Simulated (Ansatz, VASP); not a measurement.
## Two plane-wave programs on InSb

File INCAR:

```
SYSTEM = InSb
  PREC = Accurate
  ENCUT = 520
  EDIFF = 1E-6
  ISMEAR = 0
  SIGMA = 0.1
  LREAL = .False.
  LASPH = .True.
  NELM = 80
  ALGO = Normal
  ISIF = 2
  LWAVE = .False.
  LCHARG = .False.
  LDIPOL = .True.
  IDIPOL = 3
  DIPOL = 0.5 0.5 0.500
  GGA = PE
  NBANDS = 46
```

Contents of KPOINTS:

```
regular mesh
0
Gamma
  8 8 1
  0 0 0
```

The input POSCAR:

```
InSb
1.0
    4.6915474145      0.0000000000      0.0000000000
    0.0000000000      4.6915474145      0.0000000000
    0.0000000000      0.0000000000     18.6109874687
Sb In
4 4
Direct
    0.0000000000      0.5000000000      0.1880609509
    0.5000000000      0.0000000000      0.3663118361
    0.0000000000      0.5000000000      0.5445627213
    0.5000000000      0.0000000000      0.7228136065
    0.5000000000      0.5000000000      0.2771863935
    0.0000000000      0.0000000000      0.4554372787
    0.5000000000      0.5000000000      0.6336881639
    0.0000000000      0.0000000000      0.8119390491
```

Input for Ansatz:

```yaml
crystal:
  lattice:
    - [4.6915474145, 0.0, 0.0]
    - [0.0, 4.6915474145, 0.0]
    - [0.0, 0.0, 18.6109874687]
  atoms:
    - { symbol: Sb, position: [0.0, 0.5, 0.1880609509] }
    - { symbol: In, position: [0.5, 0.5, 0.2771863935] }
    - { symbol: Sb, position: [0.5, 0.0, 0.3663118361] }
    - { symbol: In, position: [0.0, 0.0, 0.4554372787] }
    - { symbol: Sb, position: [0.0, 0.5, 0.5445627213] }
    - { symbol: In, position: [0.5, 0.5, 0.6336881639] }
    - { symbol: Sb, position: [0.5, 0.0, 0.7228136065] }
    - { symbol: In, position: [0.0, 0.0, 0.8119390491] }
basis:
  ecutwfc: 420
kpoints:
  mp_grid: { grid: [8, 8, 1] }
hamiltonian:
  xc: pbe
scf:
  occupations: { method: gaussian, width: 0.1 }
output:
  forces: true
  stress: true
  eigenvalues: true
efield:
  axis: 3
  dipole_correction: true
  ramp_width: 0.04
```

Alike in both runs: task single point; functional PBE; k mesh 8 × 8 × 1; occupations gaussian, width 0.1 eV; no spin polarisation.

|  | VASP | Ansatz |
| --- | --- | --- |
| version | VASP 6.6.1 | Ansatz 0.2.0 |
| potentials or method | VASP PAW PBE potentials, release 64 (Sb, In_d), cutoff 520 eV | scalar-relativistic, plane waves, PAW |
| valence electrons in the cell | 72 | 112 |

|  | VASP | Ansatz | Ansatz less VASP |
| --- | --- | --- | --- |
| gap on the k mesh at the Fermi level (eV) | none | none | - |
| rms of the force components (eV/Å) | 0.151 | 0.150 | -0.0011 |

A gap of «none» marks a metal or a gap that the smearing closes. VASP's potentials hold 72 valence electrons a cell and Ansatz's 112, so a difference there can come from the potentials and not from the codes. Ansatz's warnings: vacuum density over bound.

Spin-orbit coupling is off throughout.
